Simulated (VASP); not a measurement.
# K (Fd-3m) in VASP: a series of runs

Runs on K. Level: PBE. Tasks: single point.

Program: VASP 6.6.1. These are calculated values, not measurements. Logs are shortened: lines on timing, memory, paths and dates and some standing lists are left out, and cuts for length are marked.

## 1. The cell of the first run

The structure is cubic, space group Fd-3m (No. 227). The conventional cell has a = 9.505 Å, b = 9.505 Å, c = 9.505 Å, α = 90.00°, β = 90.00°, γ = 90.00°. K (site symmetry -43m) has 4 K at 4.12 Å within 5.4 Å.

This isn't the form of K at room conditions, which is bcc.

## 2. Single point, PBE (107.35 Å³/atom)

Contents of INCAR:

```
  PREC = Accurate
  ENCUT = 520
  EDIFF = 1E-6
  ISMEAR = -1
  SIGMA = 0.1
  LREAL = False
  LASPH = True
  NELM = 80
  ALGO = Normal
  ISIF = 2
  LWAVE = False
  LCHARG = False
  GGA = PE
  NBANDS = 16
```

Contents of KPOINTS:

```
regular mesh
0
Gamma
  9 9 9
```

Contents of POSCAR:

```
K
1.0
    0.0000000000      4.7526927348      4.7526927348
    4.7526927348      0.0000000000      4.7526927348
    4.7526927348      4.7526927348      0.0000000000
K
2
Direct
    0.1250000000      0.1250000000      0.1250000000
    0.8750000000      0.8750000000      0.8750000000
```

Potentials or basis: VASP PAW PBE potentials, release 64 (K_sv).

The run is started by

```bash
$ cat potpaw_PBE.64/K_sv/POTCAR > POTCAR
$ mpirun -np 1 vasp_std > vasp.out
```

OUTCAR:

```text
PREC = Accurate
   ENCUT = 520
   EDIFF = 1E-6
   ISMEAR = -1
   LREAL = False
   LASPH = True
   NELM = 80
   ISIF = 2
   GGA = PE

 ion  position               nearest neighbor table
   1  0.125  0.125  0.125-
   2  0.875  0.875  0.875-

  LATTYP: Found a face centered cubic cell.
 ALAT       =     9.5053854696

  Lattice vectors:

 A1 = (   0.0000000000,   4.7526927348,   4.7526927348)
 A2 = (   4.7526927348,   0.0000000000,   4.7526927348)
 A3 = (   4.7526927348,   4.7526927348,   0.0000000000)

Analysis of symmetry for initial positions (statically):
=====================================================================
 Subroutine PRICEL returns:
 Original cell was already a primitive cell.

 Routine SETGRP: Setting up the symmetry group for a
 face centered cubic supercell.

 Subroutine GETGRP returns: Found 48 space group operations
 (whereof 12 operations were pure point group operations)
 out of a pool of 48 trial point group operations.

The static configuration has the point symmetry D_3d.
 The point group associated with its full space group is O_h .

Analysis of symmetry for dynamics (positions and initial velocities):
=====================================================================
 Subroutine PRICEL returns:
 Original cell was already a primitive cell.

 Routine SETGRP: Setting up the symmetry group for a
 face centered cubic supercell.

 Subroutine GETGRP returns: Found 48 space group operations
 (whereof 12 operations were pure point group operations)
 out of a pool of 48 trial point group operations.

The dynamic configuration has the point symmetry D_3d.
 The point group associated with its full space group is O_h .

 Subroutine INISYM returns: Found 48 space group operations
 (whereof 12 operations are pure point group operations),
 and found     1 'primitive' translations

----------------------------------------------------------------------------------------

                                     Primitive cell

  volume of cell :     214.7085

  direct lattice vectors                    reciprocal lattice vectors
     0.000000000  4.752692735  4.752692735    -0.105203519  0.105203519  0.105203519
     4.752692735  0.000000000  4.752692735     0.105203519 -0.105203519  0.105203519
     4.752692735  4.752692735  0.000000000     0.105203519  0.105203519 -0.105203519

  length of vectors
     6.721322523  6.721322523  6.721322523     0.182217840  0.182217840  0.182217840

  position of ions in fractional coordinates (direct lattice)
     0.125000000  0.125000000  0.125000000
     0.875000000  0.875000000  0.875000000

  ion indices of the primitive-cell ions
   primitive index   ion index
                 1           1
                 2           2

----------------------------------------------------------------------------------------

 KPOINTS: regular mesh

Automatic generation of k-mesh.
 Grid dimensions read from file:
 generate k-points for:    9    9    9

 Generating k-lattice:

  Cartesian coordinates                     Fractional coordinates (reciprocal lattice)
    -0.011689280  0.011689280  0.011689280     0.111111111  0.000000000  0.000000000
     0.011689280 -0.011689280  0.011689280     0.000000000  0.111111111  0.000000000
     0.011689280  0.011689280 -0.011689280     0.000000000  0.000000000  0.111111111

  Length of vectors
     0.020246427  0.020246427  0.020246427

  Shift w.r.t. Gamma in fractional coordinates (k-lattice)
     0.000000000  0.000000000  0.000000000

 Subroutine IBZKPT returns following result:
 ===========================================

 Found     35 irreducible k-points:

 Following reciprocal coordinates:
            Coordinates               Weight
  0.000000  0.000000  0.000000      1.000000
  0.111111  0.000000  0.000000      8.000000
  0.222222  0.000000  0.000000      8.000000
  0.333333  0.000000  0.000000      8.000000
  0.444444  0.000000  0.000000      8.000000
  0.111111  0.111111  0.000000      6.000000
[... 16 lines left out ...]
 -0.333333  0.333333  0.000000     12.000000
  0.444444  0.444444  0.000000      6.000000
 [... further k-points ...]
   k-points           NKPTS =     35   k-points in BZ     NKDIM =     35   number of bands    NBANDS=     16
   number of dos      NEDOS =    301   number of ions     NIONS =      2
   total plane-waves  NPLWV = 125000
   dimension x,y,z NGX =    50 NGY =   50 NGZ =   50
   dimension x,y,z NGXF=   100 NGYF=  100 NGZF=  100
   ions per type =               2
   NGX,Y,Z   is equivalent  to a cutoff of  12.37, 12.37, 12.37 a.u.
   NGXF,Y,Z  is equivalent  to a cutoff of  24.73, 24.73, 24.73 a.u.
 SYSTEM =  unknown system
   PREC   = accura    normal or accurate (medium, high low for compatibility)
   ISTART =      0    job   : 0-new  1-cont  2-samecut
   ICHARG =      2    charge: 1-file 2-atom 10-const
   ISPIN  =      1    spin polarized calculation?
   LNONCOLLINEAR =      F non collinear calculations
   LSORBIT =      F    spin-orbit coupling
   LASPH  =      T    aspherical Exc in radial PAW
   ENCUT  =  520.0 eV  38.22 Ry    6.18 a.u.  12.50 12.50 12.50*2*pi/ulx,y,z
   NELM   =     80;   NELMIN=  2; NELMDL= -5     # of ELM steps
   EDIFF  = 0.1E-05   stopping-criterion for ELM
   LREAL  =      F    real-space projection
   EDIFFG = 0.1E-04   stopping-criterion for IOM
   NSW    =      0    number of steps for IOM
   IBRION =     -1    ionic relax: 0-MD 1-quasi-New 2-CG
   NFREE  =      0    steps in history (QN), initial steepest desc. (CG)
   ISIF   =      2    stress and relaxation
   ISYM   =      2    0-nonsym 1-usesym 2-fastsym
   POTIM  = 0.5000    time-step for ionic-motion
   TEBEG  =    0.0;   TEEND  =   0.0 temperature during run
   PSTRESS=    0.0 pullay stress
   NELECT =      18.0000    total number of electrons
   NUPDOWN=      -1.0000    fix difference up-down
   EMIN   =  10.00;   EMAX   =-10.00  energy-range for DOS
   EFERMI =   0.00;   METHOD = LEGACY
   ISMEAR =    -1;   SIGMA  =   0.10  broadening in eV -4-tet -1-fermi 0-gaus
   EFERMI_NEDOS =   21; number of points for ismear=-14 and -15
   IALGO  =     38    algorithm
   IMIX   =      4    mixing-type and parameters
     AMIX     =   0.40;   BMIX     =  1.00
     AMIX_MAG =   1.60;   BMIX_MAG =  1.00
  volume/ion in A,a.u.               =     107.35       724.46
  Fermi-wavevector in a.u.,A,eV,Ry     =   0.716500  1.353988  6.984845  0.513372
  Thomas-Fermi vector in A             =   1.804936
   LORBIT       =      0    0 simple, 1 ext, 2 COOP (PROOUT), +10 PAW based schemes
   GGA     = PE    functional components
[... 5 lines left out ...]
 non-spin polarized calculation
  energy-cutoff  :      520.00
  volume of cell :      214.71
 maximum number of plane-waves:      5823
 NGX is ok and might be reduce to    50
   NGX = 25   NGY = 25   NGZ = 25

 number of electron      17.9999999 magnetization

 Free energy of the ion-electron system (eV)
  ---------------------------------------------------
  ext. energy  EPLUGINS =         0.00000000
  ---------------------------------------------------
  free energy    TOTEN  =        -1.52534155 eV

  energy without entropy =       -1.47210773  energy(sigma->0) =       -1.49872464

 E-fermi :  -0.7573     XC(G=0):  -4.7334

 val. band max:       -0.8030574987   @ k =  -0.3333   0.4444   0.2222
 cond. band min:      -0.7286395300   @ k =   0.4444   0.0000   0.0000
 fundamental gap:      0.0744179688
 Fermi energy:        -0.7572782299

 k-point     1 :       0.0000    0.0000    0.0000
  band No.  band energies     occupation
      1     -33.3642      2.00000
      2     -33.3495      2.00000
      3     -16.8689      2.00000
      4     -16.8689      2.00000
      5     -16.8689      2.00000
      6     -16.8040      2.00000
[... 8 lines left out ...]
     15       1.9443      0.00000
     16       2.0002      0.00000

 k-point     2 :       0.1111    0.0000    0.0000
  band No.  band energies     occupation
      1     -33.3638      2.00000
      2     -33.3498      2.00000
      3     -16.8698      2.00000
      4     -16.8698      2.00000
      5     -16.8687      2.00000
      6     -16.8045      2.00000
[... 8 lines left out ...]
     15       1.9665      0.00000
     16       2.0400      0.00000

 k-point     3 :       0.2222    0.0000    0.0000
  band No.  band energies     occupation
      1     -33.3629      2.00000
      2     -33.3507      2.00000
      3     -16.8718      2.00000
      4     -16.8718      2.00000
      5     -16.8680      2.00000
      6     -16.8056      2.00000
[... 8 lines left out ...]
     15       1.8866      0.00000
     16       2.2409      0.00000

 k-point     4 :       0.3333    0.0000    0.0000
  band No.  band energies     occupation
      1     -33.3617      2.00000
      2     -33.3520      2.00000
      3     -16.8740      2.00000
      4     -16.8740      2.00000
      5     -16.8672      2.00000
      6     -16.8068      2.00000
[... 8 lines left out ...]
     15       1.8019      0.00000
     16       2.4701      0.00000
[... 324 lines left out ...]
 k-point    22 :      -0.4444    0.3333    0.0000
  band No.  band energies     occupation
      1     -33.3582      2.00000
      2     -33.3554      2.00000
      3     -16.8830      2.00000
      4     -16.8804      2.00000
      5     -16.8458      2.00000
      6     -16.8285      2.00000
[... 8 lines left out ...]
     15       2.4062      0.00000
     16       2.8031      0.00000

 k-point    23 :      -0.3333    0.3333    0.0000
  band No.  band energies     occupation
      1     -33.3587      2.00000
      2     -33.3550      2.00000
      3     -16.8833      2.00000
      4     -16.8789      2.00000
      5     -16.8493      2.00000
      6     -16.8248      2.00000
[... 8 lines left out ...]
     15       2.2369      0.00000
     16       2.6870      0.00000

 k-point    24 :       0.4444    0.4444    0.0000
  band No.  band energies     occupation
      1     -33.3581      2.00000
      2     -33.3555      2.00000
      3     -16.8819      2.00000
      4     -16.8819      2.00000
      5     -16.8429      2.00000
      6     -16.8316      2.00000
[... 8 lines left out ...]
     15       2.7550      0.00000
     16       2.7553      0.00000

 [... further k-points ...]

------------------------ aborting loop because EDIFF is reached ----------------------------------------

  FORCE on cell =-STRESS in cart. coord.  units (eV):
  Direction    XX          YY          ZZ          XY          YZ          ZX
  --------------------------------------------------------------------------------------
  -------------------------------------------------------------------------------------
  Total        0.0579539      0.0579539      0.0579539     -0.0000000     -0.0000000     -0.0000000
  in kB        0.4324579      0.4324579      0.4324579     -0.0000000     -0.0000000     -0.0000000
  external PRESSURE =       0.4324579 kB  Pullay stress =       0.0000000 kB

 VOLUME and BASIS-vectors are now :
 -----------------------------------------------------------------------------
  energy-cutoff  :      520.00
  volume of cell :      214.71
      direct lattice vectors                 reciprocal lattice vectors
     0.000000000  4.752692735  4.752692735    -0.105203519  0.105203519  0.105203519
     4.752692735  0.000000000  4.752692735     0.105203519 -0.105203519  0.105203519
     4.752692735  4.752692735  0.000000000     0.105203519  0.105203519 -0.105203519

 POSITION                                       TOTAL-FORCE (eV/Angst)
 -----------------------------------------------------------------------------------
      1.18817      1.18817      1.18817        -0.000000     -0.000000      0.000000
      8.31721      8.31721      8.31721         0.000000      0.000000      0.000000
 -----------------------------------------------------------------------------------
    total drift:                                0.000000      0.000000     -0.000000

  FREE ENERGIE OF THE ION-ELECTRON SYSTEM (eV)
  ---------------------------------------------------
  free  energy   TOTEN  =        -1.5253415490 eV

  energy  without entropy=       -1.4721077277  energy(sigma->0) =       -1.49872464
```

It took 3 min on 1 thread of Intel Xeon 8259CL, shared host; peak memory 0.38 GiB.

What came out:

```
Free energy            : -1.5253 eV
Pressure               : 0.0 GPa
Band gap on the k mesh : zero (bands 9 and 10 overlap by 0.16 eV)
```

Levels at points of the mesh, in eV from the Fermi level:
| k point | band 5 | band 6 | band 7 | band 8 | band 9 | band 10 | band 11 | band 12 | band 13 | band 14 |
| --- | --- | --- | --- | --- | --- | --- | --- | --- | --- | --- |
| (0.00, 0.00, 0.00) | -16.11 | -16.05 | -16.05 | -16.05 | -1.70 | 2.39 | 2.39 | 2.39 | 2.70 | 2.70 |

## 3. Single point, PBE

This run uses another cell than the first one, of 111.83 Å³/atom.

Contents of INCAR:

```
ALGO = Normal ; EDIFF = 1E-6
ENCUT = 520 ; GGA = PE
ISIF = 2 ; ISMEAR = -1
LASPH = True ; LCHARG = False
LREAL = False ; LWAVE = False
NBANDS = 16 ; NELM = 80
PREC = Accurate ; SIGMA = 0.1
```

Contents of KPOINTS:

```
k-points
0
Gamma
  9 9 9
```

Contents of POSCAR:

```
K
1.0
    0.0000000000      4.8178062060      4.8178062060
    4.8178062060      0.0000000000      4.8178062060
    4.8178062060      4.8178062060      0.0000000000
K
2
Direct
    0.1250000000      0.1250000000      0.1250000000
    0.8750000000      0.8750000000      0.8750000000
```

Potentials or basis: VASP PAW PBE potentials, release 64 (K_sv).

The run is started by

```bash
$ cat potpaw_PBE.64/K_sv/POTCAR > POTCAR
$ mpirun -np 1 vasp_std > vasp.out
```

Wall time 4.1 min (1 thread of Intel Xeon 8259CL, shared host); peak memory 0.43 GiB.

The run converged. Its results:

| Quantity | Value |
| --- | --- |
| Free energy | -1.5268 eV |
| Pressure | 0.0 GPa |
| Band gap on the k mesh | zero (bands 9 and 10 overlap by 0.12 eV) |

Levels at points of the mesh, in eV from the Fermi level:
```
           k point  band 6  band 7  band 8  band 9  band 10  band 11  band 12  band 13
(0.00, 0.00, 0.00)  -16.05  -16.05  -16.05   -1.65     2.36     2.36     2.36     2.66
```

[end of part 1 of 2]
